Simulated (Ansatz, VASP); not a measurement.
## Two plane-wave programs on Al3O

```
Al O
1.0
     2.81684    0.00000    0.00000
     0.00000    2.81684    0.00000
     0.00000    0.00000   21.10430
Al O
3 1
Direct
  0.50000 0.50000 0.18953
  0.00000 0.00000 0.28675
  0.50000 0.50000 0.38401
  0.00000 0.00000 0.45272
```

Alike in both runs: task single point; functional LDA; k mesh 9 × 9 × 1; occupations gaussian, width 0.1 eV; no spin polarisation.

```csv
,VASP,Ansatz
version,VASP 6.6.1,Ansatz 0.2.0
potentials or method,"VASP PAW LDA potentials, release 64 (Al, O), cutoff 520 eV","scalar-relativistic, plane waves, PAW"
valence electrons in the cell,15,15
```

```tsv
	VASP	Ansatz	Ansatz less VASP
gap on the k mesh at the Fermi level (eV)	none	none	-
rms of the force components (eV/Å)	2.044	2.051	+0.0072
work function, face that differs most (eV)	8.98	8.96	-0.011
```

LDA's correlation is that of Perdew and Zunger in VASP and of Perdew and Wang (1992) in Ansatz. Atom by atom the forces differ by 0.007 eV/Å (rms over components). A gap of «none» marks a metal or a gap that the smearing closes.
